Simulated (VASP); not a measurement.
The system is CuO.

```
Cu O
1.0
     1.95032   -2.10959    0.00000
     1.95032    2.10959    0.00000
     0.00000    0.00000    5.05068
Cu O
2 2
Cartesian
  0.9752 -1.0548 0.0000
  0.9752 1.0548 2.5253
  1.9503 0.0000 1.2627
  1.9503 0.0000 3.7880
```

Base run:

| Property | Result |
| --- | --- |
| Program | VASP 6.6.1 |
| Functional | LDA |
| Potentials or basis | VASP PAW LDA potentials, release 64 (Cu, O) |
| Cutoff | 520 eV |
| k mesh | 9 × 9 × 5 |
| Occupations | fermi-dirac, width 0.05 eV |
| Spin | no spin polarisation |

Its results: band gap on the k mesh zero (bands 17 and 18 overlap by 0.92 eV); pressure -1.4 GPa.

Q: The run is repeated on the same cell with these changes: potentials or basis from VASP PAW LDA potentials, release 64 (Cu, O) to VASP PAW LDA potentials, release 64 (Cu_sv_GW, O); cutoff from 520 eV to 820 eV; further incar settings from ALGO = Normal; EDIFF = 1e-07; NBANDS = 25 to ALGO = Normal; EDIFF = 1e-06; NBANDS = 33; valence electrons from 34 to 50. What comes out?

A: Band gap on the k mesh zero (bands 25 and 26 overlap by 0.92 eV); pressure -2.6 GPa.

Caveats: semilocal functionals often make such compounds metallic where correlation or magnetic order opens a gap, which also shifts bond lengths.
